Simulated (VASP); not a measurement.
# Ag (Fm-3m) in VASP: further runs

Ag is run at these levels: r2SCAN; tasks: single point.

All numbers are computed with VASP 6.6.1; they aren't measurements. Logs are shortened: lines on timing, memory, paths and dates and some standing lists are left out, and cuts for length are marked.

### 1 The cell of the first run

The structure is cubic, space group Fm-3m (No. 225). Conventional cell: a = 4.034 Å, b = 4.034 Å, c = 4.034 Å, α = 90.00°, β = 90.00°, γ = 90.00°. Within 3.8 Å of Ag (site symmetry m-3m) lie 12 Ag at 2.85 Å.

### 2 Single point, r2SCAN

Input file POSCAR:

```
Ag
1.0
    0.0000000000      2.0170283761      2.0170283761
    2.0170283761      0.0000000000      2.0170283761
    2.0170283761      2.0170283761      0.0000000000
Ag
1
Direct
    0.0000000000      0.0000000000      0.0000000000
```

Input file INCAR.step1:

```
SYSTEM = Ag
PREC     = Accurate       ! precision mode
ENCUT    = 520            ! plane-wave cutoff, eV
ISMEAR   = -1             ! smearing method
SIGMA    = 0.1            ! smearing width, eV
LREAL    = .False.        ! projectors in reciprocal space
LASPH    = .True.         ! aspherical terms in the spheres
NELM     = 60             ! most SCF steps
NBANDS   = 12             ! bands
GGA      = PE             ! functional
ALGO     = Normal         ! electronic algorithm
EDIFF    = 1E-4           ! SCF threshold, eV
LWAVE    = .True.         ! write WAVECAR
LCHARG   = .False.        ! write CHGCAR
```

Input file INCAR.step2:

```
SYSTEM = Ag
PREC     = Accurate       ! precision mode
ENCUT    = 520            ! plane-wave cutoff, eV
EDIFF    = 1E-6           ! SCF threshold, eV
ISMEAR   = -1             ! smearing method
SIGMA    = 0.1            ! smearing width, eV
LREAL    = .False.        ! projectors in reciprocal space
LASPH    = .True.         ! aspherical terms in the spheres
NELM     = 60             ! most SCF steps
ALGO     = Normal         ! electronic algorithm
ISIF     = 2              ! what is computed and relaxed
LWAVE    = .False.        ! write WAVECAR
LCHARG   = .False.        ! write CHGCAR
METAGGA  = R2SCAN         ! meta-GGA
LMIXTAU  = .True.       
NBANDS   = 12             ! bands
ISTART   = 1
```

Input file KPOINTS:

```
regular mesh
0
Gamma
  14 14 14
  0 0 0
```

Potentials or basis: VASP PAW PBE potentials, release 64 (Ag).

Started as:

```sh
$ cat potpaw_PBE.64/Ag/POTCAR > POTCAR
$ cp INCAR.step1 INCAR
$ mpirun -np 1 vasp_std > vasp.out
$ cp INCAR.step2 INCAR
$ mpirun -np 1 vasp_std > vasp.out
```

OUTCAR:

```text
SYSTEM = Ag
   PREC = Accurate
   ENCUT = 520
   EDIFF = 1E-6
   ISMEAR = -1
   LREAL = .False.
   LASPH = .True.
   NELM = 60
   ISIF = 2
   METAGGA = R2SCAN
   ISTART = 1

 ion  position               nearest neighbor table
   1  0.000  0.000  0.000-

  LATTYP: Found a face centered cubic cell.
 ALAT       =     4.0340567522

  Lattice vectors:

 A1 = (   0.0000000000,   2.0170283761,   2.0170283761)
 A2 = (   2.0170283761,   0.0000000000,   2.0170283761)
 A3 = (   2.0170283761,   2.0170283761,   0.0000000000)

Analysis of symmetry for initial positions (statically):
=====================================================================
 Subroutine PRICEL returns:
 Original cell was already a primitive cell.

 Routine SETGRP: Setting up the symmetry group for a
 face centered cubic supercell.

 Subroutine GETGRP returns: Found 48 space group operations
 (whereof 48 operations were pure point group operations)
 out of a pool of 48 trial point group operations.

The static configuration has the point symmetry O_h .

Analysis of symmetry for dynamics (positions and initial velocities):
=====================================================================
 Subroutine PRICEL returns:
 Original cell was already a primitive cell.

 Routine SETGRP: Setting up the symmetry group for a
 face centered cubic supercell.

 Subroutine GETGRP returns: Found 48 space group operations
 (whereof 48 operations were pure point group operations)
 out of a pool of 48 trial point group operations.

The dynamic configuration has the point symmetry O_h .

 Subroutine INISYM returns: Found 48 space group operations
 (whereof 48 operations are pure point group operations),
 and found     1 'primitive' translations

----------------------------------------------------------------------------------------

                                     Primitive cell

  volume of cell :      16.4122

  direct lattice vectors                    reciprocal lattice vectors
     0.000000000  2.017028376  2.017028376    -0.247889423  0.247889423  0.247889423
     2.017028376  0.000000000  2.017028376     0.247889423 -0.247889423  0.247889423
     2.017028376  2.017028376  0.000000000     0.247889423  0.247889423 -0.247889423

  length of vectors
     2.852508885  2.852508885  2.852508885     0.429357075  0.429357075  0.429357075

  position of ions in fractional coordinates (direct lattice)
     0.000000000  0.000000000  0.000000000

  ion indices of the primitive-cell ions
   primitive index   ion index
                 1           1

----------------------------------------------------------------------------------------

 KPOINTS: regular mesh

Automatic generation of k-mesh.
 Grid dimensions read from file:
 generate k-points for:   14   14   14

 Generating k-lattice:

  Cartesian coordinates                     Fractional coordinates (reciprocal lattice)
    -0.017706387  0.017706387  0.017706387     0.071428571  0.000000000  0.000000000
     0.017706387 -0.017706387  0.017706387     0.000000000  0.071428571  0.000000000
     0.017706387  0.017706387 -0.017706387     0.000000000  0.000000000  0.071428571

  Length of vectors
     0.030668363  0.030668363  0.030668363

  Shift w.r.t. Gamma in fractional coordinates (k-lattice)
     0.000000000  0.000000000  0.000000000

 Subroutine IBZKPT returns following result:
 ===========================================

 Found    104 irreducible k-points:

 Following reciprocal coordinates:
            Coordinates               Weight
  0.000000  0.000000  0.000000      1.000000
  0.071429  0.000000  0.000000      8.000000
  0.142857  0.000000  0.000000      8.000000
  0.214286  0.000000  0.000000      8.000000
  0.285714  0.000000  0.000000      8.000000
  0.357143  0.000000  0.000000      8.000000
[... 16 lines left out ...]
  0.214286  0.142857  0.000000     24.000000
  0.285714  0.142857  0.000000     24.000000
 [... further k-points ...]
   k-points           NKPTS =    104   k-points in BZ     NKDIM =    104   number of bands    NBANDS=     12
   number of dos      NEDOS =    301   number of ions     NIONS =      1
   total plane-waves  NPLWV =  13824
   dimension x,y,z NGX =    24 NGY =   24 NGZ =   24
   dimension x,y,z NGXF=    48 NGYF=   48 NGZF=   48
   ions per type =               1
   NGX,Y,Z   is equivalent  to a cutoff of  13.99, 13.99, 13.99 a.u.
   NGXF,Y,Z  is equivalent  to a cutoff of  27.97, 27.97, 27.97 a.u.
 SYSTEM =  Ag
   PREC   = accura    normal or accurate (medium, high low for compatibility)
   ISTART =      1    job   : 0-new  1-cont  2-samecut
   ICHARG =      0    charge: 1-file 2-atom 10-const
   ISPIN  =      1    spin polarized calculation?
   LNONCOLLINEAR =      F non collinear calculations
   LSORBIT =      F    spin-orbit coupling
   LASPH  =      T    aspherical Exc in radial PAW
   ENCUT  =  520.0 eV  38.22 Ry    6.18 a.u.   5.30  5.30  5.30*2*pi/ulx,y,z
   NELM   =     60;   NELMIN=  2; NELMDL=  0     # of ELM steps
   EDIFF  = 0.1E-05   stopping-criterion for ELM
   LREAL  =      F    real-space projection
   EDIFFG = 0.1E-04   stopping-criterion for IOM
   NSW    =      0    number of steps for IOM
   IBRION =     -1    ionic relax: 0-MD 1-quasi-New 2-CG
   NFREE  =      0    steps in history (QN), initial steepest desc. (CG)
   ISIF   =      2    stress and relaxation
   ISYM   =      2    0-nonsym 1-usesym 2-fastsym
   POTIM  = 0.5000    time-step for ionic-motion
   TEBEG  =    0.0;   TEEND  =   0.0 temperature during run
   PSTRESS=    0.0 pullay stress
   NELECT =      11.0000    total number of electrons
   NUPDOWN=      -1.0000    fix difference up-down
   EMIN   =  10.00;   EMAX   =-10.00  energy-range for DOS
   EFERMI =   0.00;   METHOD = LEGACY
   ISMEAR =    -1;   SIGMA  =   0.10  broadening in eV -4-tet -1-fermi 0-gaus
   EFERMI_NEDOS =   21; number of points for ismear=-14 and -15
   IALGO  =     38    algorithm
   IMIX   =      4    mixing-type and parameters
     AMIX     =   0.40;   BMIX     =  1.00
     AMIX_MAG =   1.60;   BMIX_MAG =  1.00
  volume/ion in A,a.u.               =      16.41       110.75
  Fermi-wavevector in a.u.,A,eV,Ry     =   1.432684  2.707380 27.927090  2.052583
  Thomas-Fermi vector in A             =   2.552285
   LORBIT       =      0    0 simple, 1 ext, 2 COOP (PROOUT), +10 PAW based schemes
   METAGGA = R2SCAN    functional components
   LHFCALC =     F    Hartree Fock is set to
   AEXX    =    0.0000 exact exchange contribution
   IVDW    =     0    specifies the selected vdW correction
   LEPSILON=     F    determine dielectric tensor
   LRPA    =     F    only Hartree local field effects (RPA)
 non-spin polarized calculation
  energy-cutoff  :      520.00
  volume of cell :       16.41
 maximum number of plane-waves:       459
 NGX is ok and might be reduce to    24
   NGX = 11   NGY = 11   NGZ = 11

 number of electron      11.0000002 magnetization

 Free energy of the ion-electron system (eV)
  ---------------------------------------------------
  ext. energy  EPLUGINS =         0.00000000
  ---------------------------------------------------
  free energy    TOTEN  =       -21.34404887 eV

  energy without entropy =      -21.33558610  energy(sigma->0) =      -21.33981749

 E-fermi :   8.9103     XC(G=0): -13.2382

 val. band max:        8.8450881095   @ k =   0.5000   0.0714   0.0000
 cond. band min:       8.9646269249   @ k =   0.5000   0.2143   0.0714
 fundamental gap:      0.1195388154
 Fermi energy:         8.9103010182

 k-point     1 :       0.0000    0.0000    0.0000
  band No.  band energies     occupation
      1       0.7122      2.00000
      2       3.6845      2.00000
      3       3.6845      2.00000
      4       3.6845      2.00000
      5       4.8040      2.00000
      6       4.8040      2.00000
      7      25.7154      0.00000
      8      29.6870      0.00000
      9      29.6870      0.00000
     10      29.6870      0.00000
     11      34.7328      0.00000
     12      36.0609      0.00000

 k-point     2 :       0.0714    0.0000    0.0000
  band No.  band energies     occupation
      1       0.8817      2.00000
      2       3.6451      2.00000
      3       3.7322      2.00000
      4       3.7322      2.00000
      5       4.7859      2.00000
      6       4.7859      2.00000
      7      25.7489      0.00000
      8      28.3601      0.00000
      9      29.7684      0.00000
     10      29.7684      0.00000
     11      34.7463      0.00000
     12      35.8433      0.00000

 k-point     3 :       0.1429    0.0000    0.0000
  band No.  band energies     occupation
      1       1.3513      2.00000
      2       3.5794      2.00000
      3       3.8415      2.00000
      4       3.8415      2.00000
      5       4.7655      2.00000
      6       4.7655      2.00000
      7      24.8959      0.00000
      8      26.8323      0.00000
      9      29.9455      0.00000
     10      29.9455      0.00000
     11      33.5529      0.00000
     12      35.0954      0.00000

 k-point     4 :       0.2143    0.0000    0.0000
  band No.  band energies     occupation
      1       1.9205      2.00000
      2       3.7184      2.00000
      3       3.9095      2.00000
      4       3.9095      2.00000
      5       4.8423      2.00000
      6       4.8423      2.00000
      7      22.2761      0.00000
      8      26.5825      0.00000
      9      30.0018      0.00000
     10      30.0018      0.00000
     11      33.0271      0.00000
     12      34.0431      0.00000

 k-point     5 :       0.2857    0.0000    0.0000
  band No.  band energies     occupation
      1       2.1658      2.00000
      2       3.8649      2.00000
      3       3.8649      2.00000
      4       4.5123      2.00000
      5       5.0721      2.00000
      6       5.0721      2.00000
      7      19.3868      0.00000
      8      26.1289      0.00000
      9      29.6315      0.00000
     10      29.6315      0.00000
     11      33.3266      0.00000
     12      33.3266      0.00000
[... 228 lines left out ...]
      1       1.1545      2.00000
      2       3.5637      2.00000
      3       3.7982      2.00000
      4       3.8353      2.00000
      5       4.6925      2.00000
      6       4.8395      2.00000
      7      25.7014      0.00000
      8      27.1561      0.00000
      9      28.9693      0.00000
     10      30.5081      0.00000
     11      33.5980      0.00000
     12      35.9594      0.00000

 k-point    22 :       0.1429    0.1429    0.0000
  band No.  band energies     occupation
      1       1.5696      2.00000
      2       3.3423      2.00000
      3       4.0165      2.00000
      4       4.0165      2.00000
      5       4.5083      2.00000
      6       4.9535      2.00000
      7      26.0595      0.00000
      8      27.5104      0.00000
      9      27.6633      0.00000
     10      27.6633      0.00000
     11      33.9401      0.00000
     12      35.7352      0.00000

 k-point    23 :       0.2143    0.1429    0.0000
  band No.  band energies     occupation
      1       2.0477      2.00000
      2       3.2023      2.00000
      3       4.0913      2.00000
      4       4.1664      2.00000
      5       4.5915      2.00000
      6       5.0448      2.00000
      7      24.6080      0.00000
      8      26.4588      0.00000
      9      26.8130      0.00000
     10      28.4346      0.00000
     11      32.2125      0.00000
     12      35.7762      0.00000

 k-point    24 :       0.2857    0.1429    0.0000
  band No.  band energies     occupation
      1       2.4646      2.00000
      2       3.2556      2.00000
      3       3.9351      2.00000
      4       4.2210      2.00000
      5       5.1964      2.00000
      6       5.2261      2.00000
      7      21.7327      0.00000
      8      26.1335      0.00000
      9      26.1526      0.00000
     10      28.5306      0.00000
     11      32.1736      0.00000
     12      35.5602      0.00000

 [... further k-points ...]

------------------------ aborting loop because EDIFF is reached ----------------------------------------

  FORCE on cell =-STRESS in cart. coord.  units (eV):
  Direction    XX          YY          ZZ          XY          YZ          ZX
  --------------------------------------------------------------------------------------
  -------------------------------------------------------------------------------------
  Total        0.6617926      0.6617926      0.6617926     -0.0000000      0.0000000     -0.0000000
  in kB       64.6050489     64.6050489     64.6050489     -0.0000000      0.0000000     -0.0000000
  external PRESSURE =      64.6050489 kB  Pullay stress =       0.0000000 kB

 VOLUME and BASIS-vectors are now :
 -----------------------------------------------------------------------------
  energy-cutoff  :      520.00
  volume of cell :       16.41
      direct lattice vectors                 reciprocal lattice vectors
     0.000000000  2.017028376  2.017028376    -0.247889423  0.247889423  0.247889423
     2.017028376  0.000000000  2.017028376     0.247889423 -0.247889423  0.247889423
     2.017028376  2.017028376  0.000000000     0.247889423  0.247889423 -0.247889423

 POSITION                                       TOTAL-FORCE (eV/Angst)
 -----------------------------------------------------------------------------------
      0.00000      0.00000      0.00000         0.000000      0.000000     -0.000000
 -----------------------------------------------------------------------------------
    total drift:                               -0.000000      0.000000      0.000000

  FREE ENERGIE OF THE ION-ELECTRON SYSTEM (eV)
  ---------------------------------------------------
  free  energy   TOTEN  =       -21.3440488675 eV

  energy  without entropy=      -21.3355861042  energy(sigma->0) =      -21.33981749
```

Wall time 63 s (1 thread of Intel Xeon 8259CL, shared host); peak memory 0.15 GiB.

What came out:

```yaml
Free_energy: -21.3440 eV
Pressure: 6.5 GPa
Band_gap_on_the_k_mesh: zero (an odd number of electrons rules out a gap without spin polarisation)
```

Caveat: the cell stands under pressure; the PAW data sets were made with another functional, which shifts forces and pressure a little.

### 3 Single point, r2SCAN

POSCAR is that of step 2.

Input file INCAR.step1:

```
PREC = Accurate ; ENCUT = 520
ISMEAR = -1 ; SIGMA = 0.1
LREAL = F ; LASPH = T
NELM = 80 ; NBANDS = 12
GGA = PE ; ALGO = Normal
EDIFF = 1E-4 ; LWAVE = T
LCHARG = F
```

Input file INCAR.step2:

```
PREC = Accurate ; ENCUT = 520
EDIFF = 1E-6 ; ISMEAR = -1
SIGMA = 0.1 ; LREAL = F
LASPH = T ; NELM = 80
ALGO = Normal ; ISIF = 2
LWAVE = F ; LCHARG = T
METAGGA = R2SCAN ; LMIXTAU = T
LELF = T ; LVHAR = T
NBANDS = 12 ; ISTART = 1
```

Input file KPOINTS:

```
regular mesh
0
Gamma
  14 14 14
```

Potentials or basis: VASP PAW PBE potentials, release 64 (Ag).

Started as:

```sh
$ cat potpaw_PBE.64/Ag/POTCAR > POTCAR
$ cp INCAR.step1 INCAR
$ mpirun -np 1 vasp_std > vasp.out
$ cp INCAR.step2 INCAR
$ mpirun -np 1 vasp_std > vasp.out
```

Wall time 74 s (1 thread of Intel Xeon 8259CL, shared host); peak memory 0.15 GiB.

It converged, with:

```
Free energy            : -21.3440 eV
Pressure               : 6.5 GPa
Band gap on the k mesh : zero (an odd number of electrons rules out a gap without spin polarisation)
```

Levels at points of the mesh, in eV from the Fermi level:
| k point | band 4 | band 5 | band 6 | band 7 | band 8 | band 9 |
| --- | --- | --- | --- | --- | --- | --- |
| (0.00, 0.00, 0.00) | -5.23 | -4.11 | -4.11 | 16.81 | 20.78 | 20.78 |
| (0.50, 0.00, 0.00) | -3.23 | -3.23 | -0.39 | 4.00 | 16.05 | 19.10 |
| (0.50, 0.50, 0.00) | -3.00 | -3.00 | 1.75 | 7.35 | 11.41 | 11.41 |

Caveat: the cell stands under pressure; the PAW data sets were made with another functional, which shifts forces and pressure a little.

### 4 Single point, r2SCAN

This run uses another cell than the first one, of 16.95 Å³/atom.

Input file POSCAR:

```
Ag
1.0
    0.0000000000      2.0387185163      2.0387185163
    2.0387185163      0.0000000000      2.0387185163
    2.0387185163      2.0387185163      0.0000000000
Ag
1
Direct
    0.0000000000      0.0000000000      0.0000000000
```

Input file INCAR.step1:

```
  ALGO = Normal
  EDIFF = 1E-4
  ENCUT = 520
  GGA = PE
  ISMEAR = -1
  LASPH = T
  LCHARG = F
  LREAL = F
  LWAVE = T
  NBANDS = 12
  NELM = 80
  PREC = Accurate
  SIGMA = 0.1
```

Input file INCAR.step2:

```
  ALGO = Normal
  EDIFF = 1E-6
  ENCUT = 520
  ISIF = 2
  ISMEAR = -1
  ISTART = 1
  LASPH = T
  LCHARG = T
  LELF = T
  LMIXTAU = T
  LREAL = F
  LVHAR = T
  LWAVE = F
  METAGGA = R2SCAN
  NBANDS = 12
  NELM = 80
  PREC = Accurate
  SIGMA = 0.1
```

Input file KPOINTS:

```
k-points
0
Gamma
  14 14 14
```

Started as:

```sh
$ cat potpaw_PBE.64/Ag/POTCAR > POTCAR
$ cp INCAR.step1 INCAR
$ mpirun -np 1 vasp_std > vasp.out
$ cp INCAR.step2 INCAR
$ mpirun -np 1 vasp_std > vasp.out
```

It took 90 s on 1 thread of Intel Xeon 8259CL, shared host; peak memory 0.16 GiB.

The run converged. Its results:

| Item | Value |
| --- | --- |
| Free energy | -21.3588 eV |
| Pressure | 2.4 GPa |
| Band gap on the k mesh | zero (an odd number of electrons rules out a gap without spin polarisation) |

Levels at points of the mesh, in eV from the Fermi level:
```tsv
k point	band 4	band 5	band 6	band 7	band 8	band 9
(0.00, 0.00, 0.00)	-5.10	-4.05	-4.05	16.73	20.50	20.50
(0.50, 0.00, 0.00)	-3.22	-3.22	-0.29	3.80	15.97	18.74
(0.50, 0.50, 0.00)	-3.00	-3.00	1.78	7.08	11.23	11.23
```

Caveat: the PAW data sets were made with another functional, which shifts forces and pressure a little.

### 5 Single point, r2SCAN

This run uses another cell than the first one, of 16.95 Å³/atom.

POSCAR is that of step 4.

Input file INCAR.step1:

```
SYSTEM = Ag
PREC = Accurate
ENCUT = 520
ISMEAR = -1
SIGMA = 0.1
LREAL = .False.
LASPH = .True.
NELM = 60
NBANDS = 12
GGA = PE
ALGO = Normal
EDIFF = 1E-4
LWAVE = .True.
LCHARG = .False.
```

Input file INCAR.step2:

```
SYSTEM = Ag
PREC = Accurate
ENCUT = 520
EDIFF = 1E-6
ISMEAR = -1
SIGMA = 0.1
LREAL = .False.
LASPH = .True.
NELM = 60
ALGO = Normal
ISIF = 2
LWAVE = .False.
LCHARG = .True.
METAGGA = R2SCAN
LMIXTAU = .True.
LELF = .True.
LVHAR = .True.
NBANDS = 12
ISTART = 1
```

Input file KPOINTS:

```
Automatic mesh
0
Gamma
  14 14 14
  0 0 0
```

Started as:

```sh
$ cat potpaw_PBE.64/Ag/POTCAR > POTCAR
$ cp INCAR.step1 INCAR
$ mpirun -np 1 vasp_std > vasp.out
$ cp INCAR.step2 INCAR
$ mpirun -np 1 vasp_std > vasp.out
```

It took 94 s on 1 thread of Intel Xeon 8259CL, shared host; peak memory 0.16 GiB.

It converged, with:

```
Free energy            : -21.3588 eV
Pressure               : 2.4 GPa
Band gap on the k mesh : zero (an odd number of electrons rules out a gap without spin polarisation)
```

Levels at points of the mesh, in eV from the Fermi level:
```tsv
k point	band 3	band 4	band 5	band 6	band 7	band 8	band 9	band 10
(0.00, 0.00, 0.00)	-5.10	-5.10	-4.05	-4.05	16.73	20.50	20.50	20.50
(0.50, 0.00, 0.00)	-5.13	-3.22	-3.22	-0.29	3.80	15.97	18.74	18.74
(0.50, 0.50, 0.00)	-3.26	-3.00	-3.00	1.78	7.08	11.23	11.23	17.82
```

Caveat: the PAW data sets were made with another functional, which shifts forces and pressure a little.
